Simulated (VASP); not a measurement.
# Ti (Immm) in VASP: notebook

The runs below take Ti through single point, with PBEsol.

Everything below comes from runs of VASP 6.6.1. Logs are shortened: lines on timing, memory, paths and dates and some standing lists are left out, and cuts for length are marked.

## 1. The cell of the first run

Symmetry: Immm, No. 71, orthorhombic system. Conventional cell: a = 2.656 Å, b = 3.086 Å, c = 4.060 Å, α = 90.00°, β = 90.00°, γ = 90.00°. Within 3.5 Å of Ti (site symmetry mmm) lie 12 Ti at 2.66 to 3.09 Å.

## 2. Single point, PBEsol (strain -0.1500 x Voigt [0, 0, 0, 1, 0, 0])

Contents of INCAR:

```
PREC     = Accurate       # precision mode
ENCUT    = 520            # plane-wave cutoff, eV
EDIFF    = 1E-6           # SCF threshold, eV
ISMEAR   = 0              # smearing method
SIGMA    = 0.15           # smearing width, eV
LREAL    = False          # projectors in reciprocal space
LASPH    = True           # aspherical terms in the spheres
NELM     = 80             # most SCF steps
ALGO     = Fast           # electronic algorithm
ISIF     = 2              # what is computed and relaxed
LWAVE    = False          # write WAVECAR
LCHARG   = False          # write CHGCAR
GGA      = PS             # functional
NBANDS   = 12             # bands
```

Contents of KPOINTS:

```
regular mesh
0
Gamma
  20 20 20
```

Contents of POSCAR:

```
Ti
1.0
    0.0000000000      1.8777500000      1.8777500000
    2.0300000000     -0.1522500000      2.0300000000
    2.0300000000      2.0300000000     -0.1522500000
Ti
1
Direct
    0.0000000000      0.0000000000      0.0000000000
```

Potentials or basis: VASP PAW PBE potentials, release 64 (Ti_sv).

Command:

```sh
> cat potpaw_PBE.64/Ti_sv/POTCAR > POTCAR
> mpirun -np 1 vasp_std > vasp.out
```

OUTCAR:

```text
PREC = Accurate
   ENCUT = 520
   EDIFF = 1E-6
   ISMEAR = 0
   LREAL = False
   LASPH = True
   NELM = 80
   ISIF = 2
   GGA = PS

 ion  position               nearest neighbor table
   1  0.000  0.000  0.000-

  LATTYP: Found a body centered orthorhombic cell.
 ALAT       =     2.6555395167
 B/A-ratio  =     1.1621621622
 C/A-ratio  =     1.5288795269

  Lattice vectors:

 A1 = (  -2.0300000000,   0.1522500000,  -2.0300000000)
 A2 = (  -2.0300000000,  -0.1522500000,   2.0300000000)
 A3 = (   2.0300000000,   2.0300000000,  -0.1522500000)

Analysis of symmetry for initial positions (statically):
=====================================================================
 Subroutine PRICEL returns:
 Original cell was already a primitive cell.

 Routine SETGRP: Setting up the symmetry group for a
 body centered orthorhombic supercell.

 Subroutine GETGRP returns: Found  8 space group operations
 (whereof  8 operations were pure point group operations)
 out of a pool of  8 trial point group operations.

The static configuration has the point symmetry D_2h.

Analysis of symmetry for dynamics (positions and initial velocities):
=====================================================================
 Subroutine PRICEL returns:
 Original cell was already a primitive cell.

 Routine SETGRP: Setting up the symmetry group for a
 body centered orthorhombic supercell.

 Subroutine GETGRP returns: Found  8 space group operations
 (whereof  8 operations were pure point group operations)
 out of a pool of  8 trial point group operations.

The dynamic configuration has the point symmetry D_2h.

 Subroutine INISYM returns: Found  8 space group operations
 (whereof  8 operations are pure point group operations),
 and found     1 'primitive' translations

----------------------------------------------------------------------------------------

                                     Primitive cell

  volume of cell :      16.6367

  direct lattice vectors                    reciprocal lattice vectors
     0.000000000  1.877750000  1.877750000    -0.246305419  0.266276128  0.266276128
     2.030000000 -0.152250000  2.030000000     0.246305419 -0.229121320  0.229121320
     2.030000000  2.030000000 -0.152250000     0.246305419  0.229121320 -0.229121320

  length of vectors
     2.655539517  2.874887835  2.874887835     0.449969235  0.407012921  0.407012921

  position of ions in fractional coordinates (direct lattice)
     0.000000000  0.000000000  0.000000000

  ion indices of the primitive-cell ions
   primitive index   ion index
                 1           1

----------------------------------------------------------------------------------------

 KPOINTS: regular mesh

Automatic generation of k-mesh.
 Grid dimensions read from file:
 generate k-points for:   20   20   20

 Generating k-lattice:

  Cartesian coordinates                     Fractional coordinates (reciprocal lattice)
    -0.012315271  0.013313806  0.013313806     0.050000000  0.000000000  0.000000000
     0.012315271 -0.011456066  0.011456066     0.000000000  0.050000000 -0.000000000
     0.012315271  0.011456066 -0.011456066     0.000000000 -0.000000000  0.050000000

  Length of vectors
     0.022498462  0.020350646  0.020350646

  Shift w.r.t. Gamma in fractional coordinates (k-lattice)
     0.000000000  0.000000000  0.000000000

 Subroutine IBZKPT returns following result:
 ===========================================

 Found   1166 irreducible k-points:

 Following reciprocal coordinates:
            Coordinates               Weight
  0.000000  0.000000  0.000000      1.000000
  0.050000  0.000000 -0.000000      4.000000
  0.100000  0.000000  0.000000      4.000000
  0.150000 -0.000000 -0.000000      4.000000
  0.200000  0.000000  0.000000      4.000000
  0.250000  0.000000 -0.000000      4.000000
[... 16 lines left out ...]
 -0.450000  0.050000  0.000000      8.000000
 -0.400000  0.050000  0.000000      8.000000
 [... further k-points ...]
   k-points           NKPTS =   1166   k-points in BZ     NKDIM =   1166   number of bands    NBANDS=     12
   number of dos      NEDOS =    301   number of ions     NIONS =      1
   total plane-waves  NPLWV =  11520
   dimension x,y,z NGX =    20 NGY =   24 NGZ =   24
   dimension x,y,z NGXF=    40 NGYF=   48 NGZF=   48
   ions per type =               1
   NGX,Y,Z   is equivalent  to a cutoff of  12.52, 13.88, 13.88 a.u.
   NGXF,Y,Z  is equivalent  to a cutoff of  25.04, 27.76, 27.76 a.u.
 SYSTEM =  unknown system
   PREC   = accura    normal or accurate (medium, high low for compatibility)
   ISTART =      0    job   : 0-new  1-cont  2-samecut
   ICHARG =      2    charge: 1-file 2-atom 10-const
   ISPIN  =      1    spin polarized calculation?
   LNONCOLLINEAR =      F non collinear calculations
   LSORBIT =      F    spin-orbit coupling
   LASPH  =      T    aspherical Exc in radial PAW
   ENCUT  =  520.0 eV  38.22 Ry    6.18 a.u.   4.94  5.35  5.35*2*pi/ulx,y,z
   NELM   =     80;   NELMIN=  2; NELMDL= -5     # of ELM steps
   EDIFF  = 0.1E-05   stopping-criterion for ELM
   LREAL  =      F    real-space projection
   EDIFFG = 0.1E-04   stopping-criterion for IOM
   NSW    =      0    number of steps for IOM
   IBRION =     -1    ionic relax: 0-MD 1-quasi-New 2-CG
   NFREE  =      0    steps in history (QN), initial steepest desc. (CG)
   ISIF   =      2    stress and relaxation
   ISYM   =      2    0-nonsym 1-usesym 2-fastsym
   POTIM  = 0.5000    time-step for ionic-motion
   TEBEG  =    0.0;   TEEND  =   0.0 temperature during run
   PSTRESS=    0.0 pullay stress
   NELECT =      12.0000    total number of electrons
   NUPDOWN=      -1.0000    fix difference up-down
   EMIN   =  10.00;   EMAX   =-10.00  energy-range for DOS
   EFERMI =   0.00;   METHOD = LEGACY
   ISMEAR =     0;   SIGMA  =   0.15  broadening in eV -4-tet -1-fermi 0-gaus
   EFERMI_NEDOS =   21; number of points for ismear=-14 and -15
   IALGO  =     68    algorithm
   IMIX   =      4    mixing-type and parameters
     AMIX     =   0.40;   BMIX     =  1.00
     AMIX_MAG =   1.60;   BMIX_MAG =  1.00
  volume/ion in A,a.u.               =      16.64       112.27
  Fermi-wavevector in a.u.,A,eV,Ry     =   1.468179  2.774457 29.328051  2.155551
  Thomas-Fermi vector in A             =   2.583708
   LORBIT       =      0    0 simple, 1 ext, 2 COOP (PROOUT), +10 PAW based schemes
   GGA     = PS    functional components
   LHFCALC =     F    Hartree Fock is set to
   AEXX    =    0.0000 exact exchange contribution
   IVDW    =     0    specifies the selected vdW correction
   LEPSILON=     F    determine dielectric tensor
   LRPA    =     F    only Hartree local field effects (RPA)
 non-spin polarized calculation
 RMM-DIIS sequential band-by-band and
 Gauss-broadening in eV      SIGMA  =   0.15
  energy-cutoff  :      520.00
  volume of cell :       16.64
 maximum number of plane-waves:       460
   NGX =  9   NGY = 11   NGZ = 11

 number of electron      12.0000000 magnetization

 Free energy of the ion-electron system (eV)
  ---------------------------------------------------
  ext. energy  EPLUGINS =         0.00000000
  ---------------------------------------------------
  free energy    TOTEN  =        -8.22833233 eV

  energy without entropy =       -8.21058739  energy(sigma->0) =       -8.21945986

 E-fermi :   8.5604     XC(G=0): -11.8297

 val. band max:        8.5601911869   @ k =   0.5000   0.0000  -0.0000
 cond. band min:       8.5615173802   @ k =  -0.3500   0.1500   0.0500
 fundamental gap:      0.0013261934
 Fermi energy:         8.5603650626

 k-point     1 :       0.0000    0.0000    0.0000
  band No.  band energies     occupation
      1     -47.8393      2.00000
      2     -23.8096      2.00000
      3     -23.7486      2.00000
      4     -23.5873      2.00000
      5       2.3799      2.00000
      6       8.7062      0.16925
      7       9.1030      0.00000
      8      10.3319      0.00000
      9      11.3525      0.00000
     10      11.3549      0.00000
     11      23.7016      0.00000
     12      26.6911      0.00000

 k-point     2 :       0.0500    0.0000   -0.0000
  band No.  band energies     occupation
      1     -47.8342      2.00000
      2     -23.8116      2.00000
      3     -23.7557      2.00000
      4     -23.6100      2.00000
      5       2.4745      2.00000
      6       8.7463      0.07952
      7       9.1450      0.00000
      8      10.2765      0.00000
      9      11.3042      0.00000
     10      11.3166      0.00000
     11      23.8208      0.00000
     12      26.7833      0.00000

 k-point     3 :       0.1000    0.0000    0.0000
  band No.  band energies     occupation
      1     -47.8195      2.00000
      2     -23.8174      2.00000
      3     -23.7827      2.00000
      4     -23.6691      2.00000
      5       2.7524      2.00000
      6       8.8575      0.00509
      7       9.2403      0.00000
      8      10.1537      0.00000
      9      11.1701      0.00000
     10      11.2179      0.00000
     11      24.1318      0.00000
     12      27.0456      0.00000
[... 286 lines left out ...]
 k-point    23 :      -0.4500    0.0500    0.0000
  band No.  band energies     occupation
      1     -47.6312      2.00000
      2     -24.6002      2.00000
      3     -23.8998      2.00000
      4     -23.8783      2.00000
      5       5.9781      2.00000
      6       8.5399      1.15295
      7       9.7351      0.00000
      8       9.9913      0.00000
      9      12.2461      0.00000
     10      12.6833      0.00000
     11      18.1863      0.00000
     12      22.7701      0.00000

 k-point    24 :      -0.4000    0.0500    0.0000
  band No.  band energies     occupation
      1     -47.6442      2.00000
      2     -24.5407      2.00000
      3     -23.9000      2.00000
      4     -23.8671      2.00000
      5       5.8905      2.00000
      6       8.6368      0.47092
      7       9.5181      0.00000
      8       9.9085      0.00000
      9      12.0545      0.00000
     10      12.4447      0.00000
     11      18.8855      0.00000
     12      22.9896      0.00000

 [... further k-points ...]
[... 5 lines left out ...]
  --------------------------------------------------------------------------------------
  -------------------------------------------------------------------------------------
  Total       -0.1220895      0.0711027      0.0711027      0.0000000      0.7632201      0.0000000
  in kB      -11.7576478      6.8474399      6.8474399      0.0000000     73.5008018      0.0000000
  external PRESSURE =       0.6457440 kB  Pullay stress =       0.0000000 kB

 VOLUME and BASIS-vectors are now :
 -----------------------------------------------------------------------------
  energy-cutoff  :      520.00
  volume of cell :       16.64
      direct lattice vectors                 reciprocal lattice vectors
     0.000000000  1.877750000  1.877750000    -0.246305419  0.266276128  0.266276128
     2.030000000 -0.152250000  2.030000000     0.246305419 -0.229121320  0.229121320
     2.030000000  2.030000000 -0.152250000     0.246305419  0.229121320 -0.229121320

 POSITION                                       TOTAL-FORCE (eV/Angst)
 -----------------------------------------------------------------------------------
      0.00000      0.00000      0.00000         0.000000     -0.000000     -0.000000
 -----------------------------------------------------------------------------------
    total drift:                               -0.000000     -0.000000      0.000000

  FREE ENERGIE OF THE ION-ELECTRON SYSTEM (eV)
  ---------------------------------------------------
  free  energy   TOTEN  =        -8.2283323261 eV

  energy  without entropy=       -8.2105873918  energy(sigma->0) =       -8.21945986
```

Run time: 2.6 min. Hardware: 1 thread of Intel Xeon 6975P-C (Granite Rapids), shared host; peak memory 0.33 GiB.

What came out:

```
Free energy            : -8.2283 eV
Pressure               : 0.1 GPa
Band gap on the k mesh : zero (bands 6 and 7 overlap by 1.03 eV)
```

Caveat: the cell differs from its parent crystal (strain -0.1500 x Voigt [0, 0, 0, 1, 0, 0]); the PAW data sets were made with another functional, which shifts forces and pressure a little.

## 3. Single point, PBEsol (strain +0.1312 x Voigt [0, 0, 0, 1, 0, 0])

Contents of INCAR:

```
  ALGO = Fast
  EDIFF = 1E-6
  ENCUT = 520
  GGA = PS
  ISIF = 2
  ISMEAR = 0
  LASPH = T
  LCHARG = F
  LREAL = F
  LWAVE = F
  NBANDS = 12
  NELM = 100
  PREC = Accurate
  SIGMA = 0.15
```

Contents of KPOINTS:

```
k-points
0
Gamma
  20 20 20
```

Contents of POSCAR:

```
Ti
1.0
    0.0000000000      2.1631680000      2.1631680000
    2.0300000000      0.1331680000      2.0300000000
    2.0300000000      2.0300000000      0.1331680000
Ti
1
Direct
    0.0000000000      0.0000000000      0.0000000000
```

Potentials or basis: VASP PAW PBE potentials, release 64 (Ti_sv).

Command:

```sh
> cat potpaw_PBE.64/Ti_sv/POTCAR > POTCAR
> mpirun -np 1 vasp_std > vasp.out
```

OUTCAR:

```text
EDIFF = 1E-6
   ENCUT = 520
   GGA = PS
   ISIF = 2
   ISMEAR = 0
   LASPH = T
   LREAL = F
   NELM = 100
   PREC = Accurate

 ion  position               nearest neighbor table
   1  0.000  0.000  0.000-

  LATTYP: Found a body centered orthorhombic cell.
 ALAT       =     2.6825255399
 B/A-ratio  =     1.1404109589
 C/A-ratio  =     1.5134991036

  Lattice vectors:

 A1 = (  -2.0300000000,   2.0300000000,   0.1331680000)
 A2 = (  -2.0300000000,  -2.0300000000,  -0.1331680000)
 A3 = (   2.0300000000,   0.1331680000,   2.0300000000)

Analysis of symmetry for initial positions (statically):
=====================================================================
 Subroutine PRICEL returns:
 Original cell was already a primitive cell.

 Routine SETGRP: Setting up the symmetry group for a
 body centered orthorhombic supercell.

 Subroutine GETGRP returns: Found  8 space group operations
 (whereof  8 operations were pure point group operations)
 out of a pool of  8 trial point group operations.

The static configuration has the point symmetry D_2h.

Analysis of symmetry for dynamics (positions and initial velocities):
=====================================================================
 Subroutine PRICEL returns:
 Original cell was already a primitive cell.

 Routine SETGRP: Setting up the symmetry group for a
 body centered orthorhombic supercell.

 Subroutine GETGRP returns: Found  8 space group operations
 (whereof  8 operations were pure point group operations)
 out of a pool of  8 trial point group operations.

The dynamic configuration has the point symmetry D_2h.

 Subroutine INISYM returns: Found  8 space group operations
 (whereof  8 operations are pure point group operations),
 and found     1 'primitive' translations

----------------------------------------------------------------------------------------
[... 111 lines left out ...]
     AMIX_MAG =   1.60;   BMIX_MAG =  1.00
  volume/ion in A,a.u.               =      16.66       112.42
  Fermi-wavevector in a.u.,A,eV,Ry     =   1.467530  2.773229 29.302093  2.153643
  Thomas-Fermi vector in A             =   2.583136
   LORBIT       =      0    0 simple, 1 ext, 2 COOP (PROOUT), +10 PAW based schemes
   GGA     = PS    functional components
   LHFCALC =     F    Hartree Fock is set to
   AEXX    =    0.0000 exact exchange contribution
   IVDW    =     0    specifies the selected vdW correction
   LEPSILON=     F    determine dielectric tensor
   LRPA    =     F    only Hartree local field effects (RPA)
 non-spin polarized calculation
 RMM-DIIS sequential band-by-band and
 Gauss-broadening in eV      SIGMA  =   0.15
  energy-cutoff  :      520.00
  volume of cell :       16.66
 maximum number of plane-waves:       463
   NGX = 11   NGY = 11   NGZ = 11

 number of electron      12.0000001 magnetization

 Free energy of the ion-electron system (eV)
  ---------------------------------------------------
  ext. energy  EPLUGINS =         0.00000000
  ---------------------------------------------------
  free energy    TOTEN  =        -8.24234508 eV

  energy without entropy =       -8.22461052  energy(sigma->0) =       -8.23347780

 E-fermi :   8.5494     XC(G=0): -11.8266

 val. band max:        8.5478352012   @ k =  -0.2000   0.3000   0.1500
 cond. band min:       8.5569066590   @ k =   0.5000   0.2000   0.1500
 fundamental gap:      0.0090714578
 Fermi energy:         8.5494409580

 k-point     1 :       0.0000    0.0000    0.0000
  band No.  band energies     occupation
      1     -47.8595      2.00000
      2     -23.8261      2.00000
      3     -23.7682      2.00000
      4     -23.6349      2.00000
      5       2.3630      2.00000
      6       8.7791      0.03034
      7       9.1634      0.00000
      8      10.1980      0.00000
      9      11.2942      0.00000
     10      11.2996      0.00000
     11      23.7580      0.00000
     12      26.8963      0.00000
[... 331 lines left out ...]
 k-point    24 :      -0.4000    0.0500    0.0000
  band No.  band energies     occupation
      1     -47.7451      2.00000
      2     -24.4542      2.00000
      3     -23.8269      2.00000
      4     -23.7385      2.00000
      5       5.7005      2.00000
      6       8.4335      1.72552
      7       8.9531      0.00014
      8      10.0609      0.00000
      9      11.7329      0.00000
     10      12.5206      0.00000
     11      17.2025      0.00000
     12      24.1926      0.00000

 [... further k-points ...]
[... 5 lines left out ...]
  --------------------------------------------------------------------------------------
  -------------------------------------------------------------------------------------
  Total       -0.0875382      0.0469458      0.0469458      0.0000000     -0.7061648      0.0000000
  in kB       -8.4190461      4.5150419      4.5150419      0.0000000    -67.9159092      0.0000000
  external PRESSURE =       0.2036792 kB  Pullay stress =       0.0000000 kB

 VOLUME and BASIS-vectors are now :
 -----------------------------------------------------------------------------
  energy-cutoff  :      520.00
  volume of cell :       16.66
      direct lattice vectors                 reciprocal lattice vectors
     0.000000000  2.163168000  2.163168000    -0.246305419  0.231142473  0.231142473
     2.030000000  0.133168000  2.030000000     0.246305419 -0.263597409  0.263597409
     2.030000000  2.030000000  0.133168000     0.246305419  0.263597409 -0.263597409

 POSITION                                       TOTAL-FORCE (eV/Angst)
 -----------------------------------------------------------------------------------
      0.00000      0.00000      0.00000         0.000000      0.000000     -0.000000
 -----------------------------------------------------------------------------------
    total drift:                               -0.000000      0.000000     -0.000000

  FREE ENERGIE OF THE ION-ELECTRON SYSTEM (eV)
  ---------------------------------------------------
  free  energy   TOTEN  =        -8.2423450827 eV

  energy  without entropy=       -8.2246105151  energy(sigma->0) =       -8.23347780
```

OSZICAR:

```text
N       E                     dE             d eps       ncg     rms          rms(c)
DAV:   1     0.860100542072E+02    0.86010E+02   -0.65450E+03 28084   0.122E+03
DAV:   2    -0.493419944032E+01   -0.90944E+02   -0.88420E+02 28432   0.296E+02
DAV:   3    -0.916600395674E+01   -0.42318E+01   -0.41861E+01 38704   0.651E+01
[... 12 lines left out ...]
RMM:  16    -0.824233654247E+01   -0.89134E-05   -0.80796E-05 37834   0.454E-02    0.703E-03
RMM:  17    -0.824234063707E+01   -0.40946E-05   -0.37124E-05 35779   0.345E-02    0.294E-03
RMM:  18    -0.824234323673E+01   -0.25997E-05   -0.22589E-05 32898   0.258E-02    0.149E-03
RMM:  19    -0.824234436563E+01   -0.11289E-05   -0.12533E-05 29832   0.163E-02    0.202E-03
RMM:  20    -0.824234508266E+01   -0.71703E-06   -0.62747E-06 26870   0.122E-02
   1 F= -.82423451E+01 E0= -.82334778E+01  d E =-.177346E-01
```

It took 2.2 min on 1 thread of Intel Xeon 6975P-C (Granite Rapids), shared host; peak memory 0.33 GiB.

Results:

```yaml
Free_energy: -8.2423 eV
Pressure: 0.0 GPa
Band_gap_on_the_k_mesh: zero (bands 6 and 7 overlap by 1.10 eV)
```

Caveat: the cell differs from its parent crystal (strain +0.1312 x Voigt [0, 0, 0, 1, 0, 0]); the PAW data sets were made with another functional, which shifts forces and pressure a little.
